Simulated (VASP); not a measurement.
# MnO (I-4m2) in VASP: a series of runs

MnO is run at these levels: PBE; tasks: single point.

All numbers are computed with VASP 6.6.1; they aren't measurements. Logs are shortened: lines on timing, memory, paths and dates and some standing lists are left out, and cuts for length are marked.

### Step 1. The cell of the first run

Symmetry: I-4m2, No. 119, tetragonal system. Conventional cell: a = 3.446 Å, b = 3.446 Å, c = 4.922 Å, α = 90.00°, β = 90.00°, γ = 90.00°. Mn (site symmetry -4m2) has 4 O at 2.12 Å within 2.8 Å. Within 2.8 Å of O (site symmetry -4m2) lie 4 Mn at 2.12 Å.

### Step 2. Single point, PBE, collinear spin, ferromagnetic start

File INCAR:

```
PREC = Accurate
ENCUT = 520
EDIFF = 1E-6
ISMEAR = -1
SIGMA = 0.05
LREAL = False
LASPH = True
NELM = 150
ALGO = Normal
ISIF = 2
LWAVE = False
LCHARG = False
ISPIN = 2
MAGMOM = 4 0
LORBIT = 11
LMAXMIX = 4
GGA = PE
NBANDS = 20
```

File KPOINTS:

```
Automatic mesh
0
Gamma
  8 8 8
```

File POSCAR:

```
MnO
1.0
    0.0000000000      2.4365134300      2.4608785643
    2.4365134300      0.0000000000      2.4608785643
    2.4365134300      2.4365134300      0.0000000000
Mn O
1 1
Direct
    0.0000000000      0.0000000000      0.0000000000
    0.2500000000      0.2500000000      0.2500000000
```

Potentials or basis: VASP PAW PBE potentials, release 64 (Mn_pv, O).

On the command line:

```sh
> cat potpaw_PBE.64/Mn_pv/POTCAR potpaw_PBE.64/O/POTCAR > POTCAR
> mpirun -np 1 vasp_std > vasp.out
```

OUTCAR:

```text
PREC = Accurate
   ENCUT = 520
   EDIFF = 1E-6
   ISMEAR = -1
   LREAL = False
   LASPH = True
   NELM = 150
   ISIF = 2
   ISPIN = 2
   LORBIT = 11
   GGA = PE

 ion  position               nearest neighbor table
   1  0.000  0.000  0.000-   2 2.12   2 2.12   2 2.12   2 2.12
   2  0.250  0.250  0.250-   1 2.12   1 2.12   1 2.12   1 2.12

  LATTYP: Found a body centered tetragonal cell.
 ALAT       =     3.4457503376
 C/A-ratio  =     1.4283556980

  Lattice vectors:

 A1 = (  -2.4365134300,   0.0000000000,   2.4608785643)
 A2 = (   2.4365134300,   0.0000000000,   2.4608785643)
 A3 = (   0.0000000000,   2.4365134300,  -2.4608785643)

Analysis of symmetry for initial positions (statically):
=====================================================================
 Subroutine PRICEL returns:
 Original cell was already a primitive cell.

 Routine SETGRP: Setting up the symmetry group for a
 body centered tetragonal supercell.

 Subroutine GETGRP returns: Found  8 space group operations
 (whereof  8 operations were pure point group operations)
 out of a pool of 16 trial point group operations.

The static configuration has the point symmetry D_2d.

Analysis of symmetry for dynamics (positions and initial velocities):
=====================================================================
 Subroutine PRICEL returns:
 Original cell was already a primitive cell.

 Routine SETGRP: Setting up the symmetry group for a
 body centered tetragonal supercell.

 Subroutine GETGRP returns: Found  8 space group operations
 (whereof  8 operations were pure point group operations)
 out of a pool of 16 trial point group operations.

The dynamic configuration has the point symmetry D_2d.

Analysis of structural, dynamic, and magnetic symmetry:
=====================================================================
 Subroutine PRICEL returns:
 Original cell was already a primitive cell.

 Routine SETGRP: Setting up the symmetry group for a
 body centered tetragonal supercell.

 Subroutine GETGRP returns: Found  8 space group operations
 (whereof  8 operations were pure point group operations)
 out of a pool of 16 trial point group operations.

The overall configuration has the point symmetry D_2d.

 Subroutine INISYM returns: Found  8 space group operations
 (whereof  8 operations are pure point group operations),
 and found     1 'primitive' translations

[... 115 lines left out ...]
  volume/ion in A,a.u.               =      14.61        98.59
  Fermi-wavevector in a.u.,A,eV,Ry     =   1.418317  2.680231 27.369810  2.011624
  Thomas-Fermi vector in A             =   2.539456
   LORBIT       =     11    0 simple, 1 ext, 2 COOP (PROOUT), +10 PAW based schemes
   GGA     = PE    functional components
   LHFCALC =     F    Hartree Fock is set to
   AEXX    =    0.0000 exact exchange contribution
   IVDW    =     0    specifies the selected vdW correction
   LEPSILON=     F    determine dielectric tensor
   LRPA    =     F    only Hartree local field effects (RPA)
 spin polarized calculation
  energy-cutoff  :      520.00
  volume of cell :       29.22
 maximum number of plane-waves:       805
 NGX is ok and might be reduce to    28
   NGX = 13   NGY = 13   NGZ = 13

 number of electron      19.0000003 magnetization       4.9983081

 Free energy of the ion-electron system (eV)
  ---------------------------------------------------
  ext. energy  EPLUGINS =         0.00000000
  ---------------------------------------------------
  free energy    TOTEN  =       -16.39001548 eV

  energy without entropy =      -16.38817475  energy(sigma->0) =      -16.38909511

 E-fermi :   4.6660     XC(G=0): -10.0968

 val. band max:        4.6642919940   @ k =   0.0000   0.0000   0.0000
 cond. band min:       4.6970238981   @ k =   0.0000   0.0000   0.0000
 fundamental gap:      0.0327319041
 Fermi energy:         4.6659767179

 spin component 1

 k-point     1 :       0.0000    0.0000    0.0000
  band No.  band energies     occupation
      1     -45.7374      1.00000
      2     -45.7374      1.00000
      3     -45.7329      1.00000
      4     -14.4344      1.00000
      5      -0.8926      1.00000
      6      -0.8731      1.00000
[... 541 lines left out ...]
     19      22.7257      0.00000
     20      25.9145      0.00000

 [... further k-points ...]

 spin component 2

 k-point     1 :       0.0000    0.0000    0.0000
  band No.  band energies     occupation
      1     -40.9674      1.00000
      2     -40.9674      1.00000
      3     -40.9638      1.00000
      4     -14.0356      1.00000
      5       0.4137      1.00000
      6       0.4323      1.00000
[... 541 lines left out ...]
     19      24.0319      0.00000
     20      27.0777      0.00000

 [... further k-points ...]

------------------------ aborting loop because EDIFF is reached ----------------------------------------

  FORCE on cell =-STRESS in cart. coord.  units (eV):
  Direction    XX          YY          ZZ          XY          YZ          ZX
  --------------------------------------------------------------------------------------
  -------------------------------------------------------------------------------------
  Total       -0.9758548     -0.9758548     -1.0307972      0.0000000      0.0000000      0.0000000
  in kB      -53.5103760    -53.5103760    -56.5231073      0.0000000      0.0000000      0.0000000
  external PRESSURE =     -54.5146198 kB  Pullay stress =       0.0000000 kB

 VOLUME and BASIS-vectors are now :
 -----------------------------------------------------------------------------
  energy-cutoff  :      520.00
  volume of cell :       29.22
      direct lattice vectors                 reciprocal lattice vectors
     0.000000000  2.436513430  2.460878564    -0.205211264  0.205211264  0.203179469
     2.436513430  0.000000000  2.460878564     0.205211264 -0.205211264  0.203179469
     2.436513430  2.436513430  0.000000000     0.205211264  0.205211264 -0.203179469

 POSITION                                       TOTAL-FORCE (eV/Angst)
 -----------------------------------------------------------------------------------
      0.00000      0.00000      0.00000        -0.000000     -0.000000     -0.000000
      1.21826      1.21826      1.23044         0.000000      0.000000      0.000000
 -----------------------------------------------------------------------------------
    total drift:                               -0.000001     -0.000001      0.000000

  FREE ENERGIE OF THE ION-ELECTRON SYSTEM (eV)
  ---------------------------------------------------
  free  energy   TOTEN  =       -16.3900154773 eV

  energy  without entropy=      -16.3881747487  energy(sigma->0) =      -16.38909511

 total charge

# of ion       s       p       d       tot
------------------------------------------
    1        0.221   6.189   4.914  11.324
    2        1.554   3.415   0.000   4.969
--------------------------------------------------
tot          1.775   9.604   4.914  16.293

 magnetization (x)

# of ion       s       p       d       tot
------------------------------------------
    1        0.037   0.052   4.354   4.444
    2        0.018   0.160   0.000   0.178
--------------------------------------------------
tot          0.055   0.212   4.354   4.622
```

stdout:

```text
POSCAR found type information on POSCAR MnO
 POSCAR found :  2 types and       2 ions
 scaLAPACK will be used
 LDA part: xc-table for (Slater+PW92), standard interpolation
 POSCAR, INCAR and KPOINTS ok, starting setup
 FFT: planning ... GRIDC
 FFT: planning ... GRID_SOFT
 FFT: planning ... GRID
 WAVECAR not read
 entering main loop
```

Wall time 99 s (1 thread of AMD EPYC 7R13, shared host); peak memory 0.17 GiB.

What came out:

```yaml
Free_energy: -16.3900 eV
Pressure: -5.5 GPa
Band_gap_on_the_k_mesh: zero (filled and empty bands touch)
Net_moment: 5.00 μB per cell
Site_moments: Mn +4.44; O +0.18 μB
Valence_electrons_inside_the_program's_atomic_spheres: Mn 11.32; O 4.97
```

Caveat: the cell stands under tension; a cell with one magnetic atom can't hold antiferromagnetic order, which such compounds often take; semilocal functionals often make such compounds metallic where correlation or magnetic order opens a gap, which also shifts bond lengths.

### Step 3. Single point, PBE, collinear spin, ferromagnetic start

This run uses another cell than the first one, of 14.75 Å³/atom.

File INCAR:

```
  PREC = Accurate
  ENCUT = 520
  EDIFF = 1E-6
  ISMEAR = -1
  SIGMA = 0.05
  LREAL = F
  LASPH = T
  NELM = 150
  ALGO = Normal
  ISIF = 2
  LWAVE = F
  LCHARG = F
  ISPIN = 2
  MAGMOM = 4 0
  LORBIT = 11
  LMAXMIX = 4
  GGA = PE
  NBANDS = 20
```

KPOINTS is that of step 2.

File POSCAR:

```
MnO
1.0
    0.0000000000      2.4365134300      2.4852436986
    2.4365134300      0.0000000000      2.4852436986
    2.4365134300      2.4365134300      0.0000000000
Mn O
1 1
Direct
    0.0000000000      0.0000000000      0.0000000000
    0.2500000000      0.2500000000      0.2500000000
```

Potentials or basis: VASP PAW PBE potentials, release 64 (Mn_pv, O).

On the command line:

```sh
> cat potpaw_PBE.64/Mn_pv/POTCAR potpaw_PBE.64/O/POTCAR > POTCAR
> mpirun -np 1 vasp_std > vasp.out
```

OUTCAR:

```text
PREC = Accurate
   ENCUT = 520
   EDIFF = 1E-6
   ISMEAR = -1
   LREAL = F
   LASPH = T
   NELM = 150
   ISIF = 2
   ISPIN = 2
   LORBIT = 11
   GGA = PE

 ion  position               nearest neighbor table
   1  0.000  0.000  0.000-   2 2.12   2 2.12   2 2.12   2 2.12
   2  0.250  0.250  0.250-   1 2.12   1 2.12   1 2.12   1 2.12

  LATTYP: Found a body centered tetragonal cell.
 ALAT       =     3.4457503376
 C/A-ratio  =     1.4424978336

  Lattice vectors:
[... 1319 lines left out ...]
  in kB      -61.3878651    -61.3878651    -67.8161055      0.0000000      0.0000000      0.0000000
  external PRESSURE =     -63.5306119 kB  Pullay stress =       0.0000000 kB

 VOLUME and BASIS-vectors are now :
 -----------------------------------------------------------------------------
  energy-cutoff  :      520.00
  volume of cell :       29.51
      direct lattice vectors                 reciprocal lattice vectors
     0.000000000  2.436513430  2.485243699    -0.205211264  0.205211264  0.201187513
     2.436513430  0.000000000  2.485243699     0.205211264 -0.205211264  0.201187513
     2.436513430  2.436513430  0.000000000     0.205211264  0.205211264 -0.201187513

 POSITION                                       TOTAL-FORCE (eV/Angst)
 -----------------------------------------------------------------------------------
      0.00000      0.00000      0.00000         0.000000      0.000000     -0.000000
      1.21826      1.21826      1.24262        -0.000000     -0.000000      0.000000
 -----------------------------------------------------------------------------------
    total drift:                               -0.000001     -0.000001      0.000000

  FREE ENERGIE OF THE ION-ELECTRON SYSTEM (eV)
  ---------------------------------------------------
  free  energy   TOTEN  =       -16.3791398892 eV

  energy  without entropy=      -16.3773911344  energy(sigma->0) =      -16.37826551

 total charge

# of ion       s       p       d       tot
------------------------------------------
    1        0.220   6.185   4.911  11.316
    2        1.554   3.411   0.000   4.964
--------------------------------------------------
tot          1.773   9.596   4.911  16.280

 magnetization (x)

# of ion       s       p       d       tot
------------------------------------------
    1        0.037   0.051   4.358   4.447
    2        0.018   0.158   0.000   0.176
--------------------------------------------------
tot          0.055   0.209   4.358   4.622
```

stdout:

```text
POSCAR found type information on POSCAR MnO
 POSCAR found :  2 types and       2 ions
 scaLAPACK will be used
 LDA part: xc-table for (Slater+PW92), standard interpolation
 POSCAR, INCAR and KPOINTS ok, starting setup
 FFT: planning ... GRIDC
 FFT: planning ... GRID_SOFT
 FFT: planning ... GRID
 WAVECAR not read
 entering main loop
```

Wall time 1.7 min (1 thread of AMD EPYC 7R13, shared host); peak memory 0.17 GiB.

Results:

| Quantity | Value |
| --- | --- |
| Free energy | -16.3791 eV |
| Pressure | -6.4 GPa |
| Band gap on the k mesh | zero (filled and empty bands touch) |
| Net moment | 5.00 μB per cell |
| Site moments | Mn +4.45; O +0.18 μB |
| Valence electrons inside the program's atomic spheres | Mn 11.32; O 4.96 |

Stress tensor (GPa, compression positive):
```
-6.14  0.00  0.00
 0.00 -6.14  0.00
 0.00  0.00 -6.78
```

Caveat: the cell stands under tension; a cell with one magnetic atom can't hold antiferromagnetic order, which such compounds often take; semilocal functionals often make such compounds metallic where correlation or magnetic order opens a gap, which also shifts bond lengths. With open d or f shells a metallic result of PBE can be an artefact of self-interaction; +U or a hybrid may open a gap.

### Step 4. Single point, PBE, collinear spin, ferromagnetic start

This run uses another cell than the first one, of 15.04 Å³/atom.

File INCAR:

```
SYSTEM = MnO
PREC = Accurate
ENCUT = 520
EDIFF = 1E-7
ISMEAR = -1
SIGMA = 0.05
LREAL = .False.
LASPH = .True.
NELM = 150
ALGO = Normal
ISIF = 2
LWAVE = .False.
LCHARG = .False.
ISPIN = 2
MAGMOM = 4 0
LORBIT = 11
LMAXMIX = 4
GGA = PE
NBANDS = 20
```

File KPOINTS:

```
regular mesh
0
Gamma
  8 8 8
  0 0 0
```

File POSCAR:

```
MnO
1.0
    0.0000000000      2.4365134300      2.5339739672
    2.4365134300      0.0000000000      2.5339739672
    2.4365134300      2.4365134300      0.0000000000
Mn O
1 1
Direct
    0.0000000000      0.0000000000      0.0000000000
    0.2500000000      0.2500000000      0.2500000000
```

On the command line:

```sh
> cat potpaw_PBE.64/Mn_pv/POTCAR potpaw_PBE.64/O/POTCAR > POTCAR
> mpirun -np 1 vasp_std > vasp.out
```

Run time: 1.8 min. Hardware: 1 thread of AMD EPYC 7R13, shared host; peak memory 0.18 GiB.

It converged, with:

- Free energy: -16.3514 eV
- Pressure: -8.0 GPa
- Band gap on the k mesh: zero (filled and empty bands touch)
- Net moment: 5.00 μB per cell
- Site moments: Mn +4.45; O +0.17 μB
- Valence electrons inside the program's atomic spheres: Mn 11.30; O 4.96

Stress tensor (GPa, compression positive):
```
-7.51  0.00  0.00
 0.00 -7.51  0.00
 0.00  0.00 -8.95
```

Levels at points of the mesh, in eV from the Fermi level:
Spin up:
```csv
k point,band 8,band 9,band 10,band 11,band 12,band 13,band 14,band 15,band 16,band 17
"(0.00, 0.00, 0.00)",-2.66,-2.59,-1.29,-0.11,0.00,0.00,11.56,11.56,11.63,15.88
"(0.50, 0.00, 0.00)",-2.49,-2.47,-2.37,-0.79,-0.75,3.72,5.05,10.83,11.39,13.92
"(0.50, 0.50, 0.00)",-3.06,-2.37,-2.03,-1.69,-1.69,3.69,6.88,9.45,11.36,11.36
"(0.50, 0.00, 0.50)",-2.95,-2.37,-1.92,-1.75,-1.64,3.67,7.45,8.99,10.71,11.32
```
Spin down:
```csv
k point,band 4,band 5,band 6,band 7,band 8,band 9,band 10,band 11
"(0.00, 0.00, 0.00)",-18.47,-4.08,-4.00,-4.00,0.06,1.67,1.78,3.24
"(0.50, 0.00, 0.00)",-18.12,-5.30,-3.96,-3.82,1.55,1.84,1.88,2.73
"(0.50, 0.50, 0.00)",-18.03,-5.36,-3.74,-3.74,0.52,1.73,2.13,2.37
"(0.50, 0.00, 0.50)",-18.01,-5.25,-3.90,-3.84,0.62,1.76,2.16,2.38
```

Caveat: the cell stands under tension; a cell with one magnetic atom can't hold antiferromagnetic order, which such compounds often take; semilocal functionals often make such compounds metallic where correlation or magnetic order opens a gap, which also shifts bond lengths.

### Step 5. The runs side by side

```csv
cell,gap on the mesh (eV),pressure (GPa),moment (μB)
"a = 3.463, b = 3.463, c = 3.446 Å, angles 60.2, 60.2, 59.7°, 2 atoms",none,-5.5,5.00
"a = 3.480, b = 3.480, c = 3.446 Å, angles 60.3, 60.3, 59.3°, 2 atoms",none,-6.4,5.00
"a = 3.515, b = 3.515, c = 3.446 Å, angles 60.7, 60.7, 58.7°, 2 atoms",none,-8.0,5.00
```

Alike in all rows: task single point; level PBE; potentials or basis VASP PAW PBE potentials, release 64 (Mn_pv, O); spin collinear, ferromagnetic start; k mesh 8 × 8 × 8; cutoff (eV) 520; smearing fermi-dirac 0.05 eV.

Caveats: the cell stands under tension; a cell with one magnetic atom can't hold antiferromagnetic order, which such compounds often take; semilocal functionals often make such compounds metallic where correlation or magnetic order opens a gap, which also shifts bond lengths.

Total energies depend on the potentials used, so only differences within one code and one set of settings carry meaning.
